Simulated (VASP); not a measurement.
Write the native input for VASP 6.6.1 that does the following.

- Task: single point
- Functional: LDA
- Potentials or basis: VASP PAW LDA potentials, release 64 (Ir)
- Cutoff: 520 eV
- k mesh: 14 × 14 × 8
- Occupations: methfessel-paxton, width 0.1 eV
- Spin: no spin polarisation
- Dipole correction: no
- Further INCAR settings: ALGO = Normal; EDIFF = 1e-06; NBANDS = 16

The structure of Ir lies in POSCAR:

```
Ir
1.0
    2.7513780000      0.0137568900      0.0000000000
   -1.3637751850      2.3758845550      0.0000000000
    0.0000000000      0.0000000000      4.4622900000
Ir
2
Direct
    0.6666666667      0.3333333333      0.7500000000
    0.3333333333      0.6666666667      0.2500000000
```

This isn't the form of Ir at room conditions, which is fcc.

One way to write it, as run:

INCAR

```
PREC = Accurate
ENCUT = 520
EDIFF = 1E-6
ISMEAR = 1
SIGMA = 0.1
LREAL = False
LASPH = True
NELM = 60
ALGO = Normal
ISIF = 2
LWAVE = False
LCHARG = False
GGA = CA
NBANDS = 16
```

KPOINTS

```
regular mesh
0
Gamma
  14 14 8
```

Potentials or basis: VASP PAW LDA potentials, release 64 (Ir).

Launch:

```bash
$ cat potpaw_LDA.64/Ir/POTCAR > POTCAR
$ mpirun -np 1 vasp_std > vasp.out
```

Results of the run:

```
Pressure               : -15.9 GPa
Largest force          : 0.016 eV/Å
Band gap on the k mesh : zero (bands 9 and 10 overlap by 3.19 eV)
```

Caveat: the cell stands under tension; spin-orbit coupling is left out, which moves the levels of the heavy elements.

Wall time 4.4 min on 1 thread of Intel Xeon 8259CL, on a shared host, peak memory 0.3 GiB.
